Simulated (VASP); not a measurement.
# KCl (Fm-3m) in VASP: single point with PBEsol

Aim: the single point of KCl with PBEsol.

Program: VASP 6.6.1. These are calculated values, not measurements. Logs are shortened: lines on timing, memory, paths and dates and some standing lists are left out, and cuts for length are marked.

### 1 The cell of the first run

Symmetry: Fm-3m, No. 225, cubic system. The conventional cell has a = 6.436 Å, b = 6.436 Å, c = 6.436 Å, α = 90.00°, β = 90.00°, γ = 90.00°. Within 4.2 Å of K (site symmetry m-3m) lie 6 Cl at 3.22 Å. Within 4.2 Å of Cl (site symmetry m-3m) lie 6 K at 3.22 Å.

### 2 Single point, PBEsol (volume scaled by 1.06)

Contents of INCAR:

```
PREC     = Accurate       # precision mode
ENCUT    = 520            # plane-wave cutoff, eV
EDIFF    = 1E-6           # SCF threshold, eV
ISMEAR   = -1             # smearing method
SIGMA    = 0.03           # smearing width, eV
LREAL    = F              # projectors in reciprocal space
LASPH    = T              # aspherical terms in the spheres
NELM     = 100            # most SCF steps
ALGO     = Normal         # electronic algorithm
ISIF     = 2              # what is computed and relaxed
LWAVE    = F              # write WAVECAR
LCHARG   = F              # write CHGCAR
GGA      = PS             # functional
NBANDS   = 15             # bands
```

Contents of KPOINTS:

```
Automatic mesh
0
Gamma
  7 7 7
```

Contents of POSCAR:

```
KCl
1.0
    0.0000000000      3.2180000288      3.2180000288
    3.2180000288      0.0000000000      3.2180000288
    3.2180000288      3.2180000288      0.0000000000
K Cl
1 1
Direct
    0.0000000000      0.0000000000      0.0000000000
    0.5000000000      0.5000000000      0.5000000000
```

Potentials or basis: VASP PAW PBE potentials, release 64 (K_sv, Cl).

Launch:

```
cat potpaw_PBE.64/K_sv/POTCAR potpaw_PBE.64/Cl/POTCAR > POTCAR
mpirun -np 1 vasp_std > vasp.out
```

OUTCAR:

```text
PREC = Accurate
   ENCUT = 520
   EDIFF = 1E-6
   ISMEAR = -1
   LREAL = F
   LASPH = T
   NELM = 100
   ISIF = 2
   GGA = PS

 ion  position               nearest neighbor table
   1  0.000  0.000  0.000-   2 3.22   2 3.22   2 3.22   2 3.22   2 3.22   2 3.22
   2  0.500  0.500  0.500-   1 3.22   1 3.22   1 3.22   1 3.22   1 3.22   1 3.22

  LATTYP: Found a face centered cubic cell.
 ALAT       =     6.4360000576

  Lattice vectors:

 A1 = (   0.0000000000,   3.2180000288,   3.2180000288)
 A2 = (   3.2180000288,   0.0000000000,   3.2180000288)
 A3 = (   3.2180000288,   3.2180000288,   0.0000000000)

Analysis of symmetry for initial positions (statically):
=====================================================================
 Subroutine PRICEL returns:
 Original cell was already a primitive cell.

 Routine SETGRP: Setting up the symmetry group for a
 face centered cubic supercell.

 Subroutine GETGRP returns: Found 48 space group operations
 (whereof 48 operations were pure point group operations)
 out of a pool of 48 trial point group operations.

The static configuration has the point symmetry O_h .

Analysis of symmetry for dynamics (positions and initial velocities):
=====================================================================
 Subroutine PRICEL returns:
 Original cell was already a primitive cell.

 Routine SETGRP: Setting up the symmetry group for a
 face centered cubic supercell.

 Subroutine GETGRP returns: Found 48 space group operations
 (whereof 48 operations were pure point group operations)
 out of a pool of 48 trial point group operations.

The dynamic configuration has the point symmetry O_h .

 Subroutine INISYM returns: Found 48 space group operations
 (whereof 48 operations are pure point group operations),
 and found     1 'primitive' translations

----------------------------------------------------------------------------------------

                                     Primitive cell

  volume of cell :      66.6482

  direct lattice vectors                    reciprocal lattice vectors
     0.000000000  3.218000029  3.218000029    -0.155376009  0.155376009  0.155376009
     3.218000029  0.000000000  3.218000029     0.155376009 -0.155376009  0.155376009
     3.218000029  3.218000029  0.000000000     0.155376009  0.155376009 -0.155376009

  length of vectors
     4.550939284  4.550939284  4.550939284     0.269119141  0.269119141  0.269119141

  position of ions in fractional coordinates (direct lattice)
     0.000000000  0.000000000  0.000000000
     0.500000000  0.500000000  0.500000000

  ion indices of the primitive-cell ions
   primitive index   ion index
                 1           1
                 2           2

----------------------------------------------------------------------------------------

 KPOINTS: Automatic mesh

Automatic generation of k-mesh.
 Grid dimensions read from file:
 generate k-points for:    7    7    7

 Generating k-lattice:

  Cartesian coordinates                     Fractional coordinates (reciprocal lattice)
    -0.022196573  0.022196573  0.022196573     0.142857143  0.000000000  0.000000000
     0.022196573 -0.022196573  0.022196573     0.000000000  0.142857143  0.000000000
     0.022196573  0.022196573 -0.022196573     0.000000000  0.000000000  0.142857143

  Length of vectors
     0.038445592  0.038445592  0.038445592

  Shift w.r.t. Gamma in fractional coordinates (k-lattice)
     0.000000000  0.000000000  0.000000000

 Subroutine IBZKPT returns following result:
 ===========================================

 Found     20 irreducible k-points:

 Following reciprocal coordinates:
            Coordinates               Weight
  0.000000  0.000000  0.000000      1.000000
  0.142857  0.000000  0.000000      8.000000
  0.285714  0.000000  0.000000      8.000000
  0.428571  0.000000  0.000000      8.000000
  0.142857  0.142857  0.000000      6.000000
  0.285714  0.142857  0.000000     24.000000
[... 12 lines left out ...]
 -0.428571  0.428571  0.142857     24.000000
 -0.285714  0.428571  0.142857     24.000000
   k-points           NKPTS =     20   k-points in BZ     NKDIM =     20   number of bands    NBANDS=     15
   number of dos      NEDOS =    301   number of ions     NIONS =      2
   total plane-waves  NPLWV =  46656
   dimension x,y,z NGX =    36 NGY =   36 NGZ =   36
   dimension x,y,z NGXF=    72 NGYF=   72 NGZF=   72
   ions per type =               1   1
   NGX,Y,Z   is equivalent  to a cutoff of  13.15, 13.15, 13.15 a.u.
   NGXF,Y,Z  is equivalent  to a cutoff of  26.30, 26.30, 26.30 a.u.
 SYSTEM =  unknown system
   PREC   = accura    normal or accurate (medium, high low for compatibility)
   ISTART =      0    job   : 0-new  1-cont  2-samecut
   ICHARG =      2    charge: 1-file 2-atom 10-const
   ISPIN  =      1    spin polarized calculation?
   LNONCOLLINEAR =      F non collinear calculations
   LSORBIT =      F    spin-orbit coupling
   LASPH  =      T    aspherical Exc in radial PAW
   ENCUT  =  520.0 eV  38.22 Ry    6.18 a.u.   8.46  8.46  8.46*2*pi/ulx,y,z
   NELM   =    100;   NELMIN=  2; NELMDL= -5     # of ELM steps
   EDIFF  = 0.1E-05   stopping-criterion for ELM
   LREAL  =      F    real-space projection
   EDIFFG = 0.1E-04   stopping-criterion for IOM
   NSW    =      0    number of steps for IOM
   IBRION =     -1    ionic relax: 0-MD 1-quasi-New 2-CG
   NFREE  =      0    steps in history (QN), initial steepest desc. (CG)
   ISIF   =      2    stress and relaxation
   ISYM   =      2    0-nonsym 1-usesym 2-fastsym
   POTIM  = 0.5000    time-step for ionic-motion
   TEBEG  =    0.0;   TEEND  =   0.0 temperature during run
   PSTRESS=    0.0 pullay stress
   NELECT =      16.0000    total number of electrons
   NUPDOWN=      -1.0000    fix difference up-down
   EMIN   =  10.00;   EMAX   =-10.00  energy-range for DOS
   EFERMI =   0.00;   METHOD = LEGACY
   ISMEAR =    -1;   SIGMA  =   0.03  broadening in eV -4-tet -1-fermi 0-gaus
   EFERMI_NEDOS =   21; number of points for ismear=-14 and -15
   IALGO  =     38    algorithm
   IMIX   =      4    mixing-type and parameters
     AMIX     =   0.40;   BMIX     =  1.00
     AMIX_MAG =   1.60;   BMIX_MAG =  1.00
  volume/ion in A,a.u.               =      33.32       224.88
  Fermi-wavevector in a.u.,A,eV,Ry     =   1.017463  1.922727 14.085183  1.035232
  Thomas-Fermi vector in A             =   2.150866
   LORBIT       =      0    0 simple, 1 ext, 2 COOP (PROOUT), +10 PAW based schemes
   GGA     = PS    functional components
   LHFCALC =     F    Hartree Fock is set to
   AEXX    =    0.0000 exact exchange contribution
   IVDW    =     0    specifies the selected vdW correction
   LEPSILON=     F    determine dielectric tensor
   LRPA    =     F    only Hartree local field effects (RPA)
 non-spin polarized calculation
  energy-cutoff  :      520.00
  volume of cell :       66.65
 maximum number of plane-waves:      1814
 NGX is ok and might be reduce to    36
   NGX = 17   NGY = 17   NGZ = 17

 number of electron      15.9999999 magnetization

 Free energy of the ion-electron system (eV)
  ---------------------------------------------------
  ext. energy  EPLUGINS =         0.00000000
  ---------------------------------------------------
  free energy    TOTEN  =        -6.99925367 eV

  energy without entropy =       -6.99925367  energy(sigma->0) =       -6.99925367

 E-fermi :  -1.4311     XC(G=0):  -7.4316

 val. band max:       -2.1554430753   @ k =   0.0000   0.0000   0.0000
 cond. band min:       2.6636311322   @ k =   0.0000   0.0000   0.0000
 fundamental gap:      4.8190742076
 Fermi energy:        -1.4311198639

 k-point     1 :       0.0000    0.0000    0.0000
  band No.  band energies     occupation
      1     -29.3707      2.00000
      2     -14.1736      2.00000
      3     -12.8946      2.00000
      4     -12.8946      2.00000
      5     -12.8946      2.00000
      6      -2.1554      2.00000
      7      -2.1554      2.00000
      8      -2.1554      2.00000
      9       2.6636      0.00000
     10       6.1054      0.00000
     11       6.1054      0.00000
     12       6.1054      0.00000
     13       6.9494      0.00000
     14       6.9494      0.00000
     15      10.3695      0.00000

 k-point     2 :       0.1429    0.0000    0.0000
  band No.  band energies     occupation
      1     -29.3693      2.00000
      2     -14.2072      2.00000
      3     -12.8961      2.00000
      4     -12.8961      2.00000
      5     -12.8527      2.00000
      6      -2.3779      2.00000
      7      -2.2115      2.00000
      8      -2.2115      2.00000
      9       3.1197      0.00000
     10       5.9412      0.00000
     11       6.3451      0.00000
     12       6.3451      0.00000
     13       7.1978      0.00000
     14       7.1978      0.00000
     15      11.0757      0.00000

 k-point     3 :       0.2857    0.0000    0.0000
  band No.  band energies     occupation
      1     -29.3660      2.00000
      2     -14.2759      2.00000
      3     -12.8995      2.00000
      4     -12.8995      2.00000
      5     -12.7648      2.00000
      6      -2.7987      2.00000
      7      -2.3323      2.00000
      8      -2.3323      2.00000
      9       4.1412      0.00000
     10       5.8236      0.00000
     11       7.0137      0.00000
     12       7.0137      0.00000
     13       7.8618      0.00000
     14       7.8618      0.00000
     15      10.6396      0.00000

 k-point     4 :       0.4286    0.0000    0.0000
  band No.  band energies     occupation
      1     -29.3634      2.00000
      2     -14.3259      2.00000
      3     -12.9023      2.00000
      4     -12.9023      2.00000
      5     -12.6992      2.00000
      6      -3.0854      2.00000
      7      -2.4247      2.00000
      8      -2.4247      2.00000
      9       4.9715      0.00000
     10       6.0081      0.00000
     11       7.8945      0.00000
     12       7.8945      0.00000
     13       8.6589      0.00000
     14       8.6589      0.00000
     15       9.6183      0.00000
[... 235 lines left out ...]
 k-point    18 :      -0.4286    0.2857    0.1429
  band No.  band energies     occupation
      1     -29.3619      2.00000
      2     -14.2389      2.00000
      3     -12.9450      2.00000
      4     -12.9249      2.00000
      5     -12.7823      2.00000
      6      -2.8823      2.00000
      7      -2.5181      2.00000
      8      -2.4500      2.00000
      9       5.3743      0.00000
     10       5.7086      0.00000
     11       7.3447      0.00000
     12       7.8276      0.00000
     13       8.4372      0.00000
     14       8.8840      0.00000
     15       9.3794      0.00000

 k-point    19 :      -0.4286    0.4286    0.1429
  band No.  band energies     occupation
      1     -29.3611      2.00000
      2     -14.1590      2.00000
      3     -12.9726      2.00000
      4     -12.9492      2.00000
      5     -12.8562      2.00000
      6      -2.7634      2.00000
      7      -2.4816      2.00000
      8      -2.4560      2.00000
      9       4.8469      0.00000
     10       5.9254      0.00000
     11       7.0245      0.00000
     12       7.9475      0.00000
     13       8.3071      0.00000
     14       9.0576      0.00000
     15       9.4666      0.00000

 k-point    20 :      -0.2857    0.4286    0.1429
  band No.  band energies     occupation
      1     -29.3608      2.00000
      2     -14.1828      2.00000
      3     -12.9775      2.00000
      4     -12.9491      2.00000
      5     -12.8174      2.00000
      6      -2.6911      2.00000
      7      -2.6348      2.00000
      8      -2.4885      2.00000
      9       5.3687      0.00000
     10       6.0095      0.00000
     11       6.9467      0.00000
     12       7.3946      0.00000
     13       8.9511      0.00000
     14       8.9806      0.00000
     15       9.7084      0.00000

------------------------ aborting loop because EDIFF is reached ----------------------------------------

  FORCE on cell =-STRESS in cart. coord.  units (eV):
  Direction    XX          YY          ZZ          XY          YZ          ZX
  --------------------------------------------------------------------------------------
  -------------------------------------------------------------------------------------
  Total       -0.5493298     -0.5493298     -0.5493298     -0.0000000      0.0000000     -0.0000000
  in kB      -13.2055242    -13.2055242    -13.2055242     -0.0000000      0.0000000     -0.0000000
  external PRESSURE =     -13.2055242 kB  Pullay stress =       0.0000000 kB

 VOLUME and BASIS-vectors are now :
 -----------------------------------------------------------------------------
  energy-cutoff  :      520.00
  volume of cell :       66.65
      direct lattice vectors                 reciprocal lattice vectors
     0.000000000  3.218000029  3.218000029    -0.155376009  0.155376009  0.155376009
     3.218000029  0.000000000  3.218000029     0.155376009 -0.155376009  0.155376009
     3.218000029  3.218000029  0.000000000     0.155376009  0.155376009 -0.155376009

 POSITION                                       TOTAL-FORCE (eV/Angst)
 -----------------------------------------------------------------------------------
      0.00000      0.00000      0.00000         0.000000      0.000000      0.000000
      3.21800      3.21800      3.21800        -0.000000     -0.000000     -0.000000
 -----------------------------------------------------------------------------------
    total drift:                                0.000000      0.000000      0.000000

  FREE ENERGIE OF THE ION-ELECTRON SYSTEM (eV)
  ---------------------------------------------------
  free  energy   TOTEN  =        -6.9992536662 eV

  energy  without entropy=       -6.9992536662  energy(sigma->0) =       -6.99925367
```

Wall time 11 s (1 thread of Intel Xeon 6975P-C (Granite Rapids), shared host); peak memory 0.2 GiB.

What came out:

- Free energy: -6.9993 eV
- Pressure: -1.3 GPa
- Band gap on the k mesh: 4.82 eV, direct

Caveat: the PAW data sets were made with another functional, which shifts forces and pressure a little. A k mesh can miss the band edges.
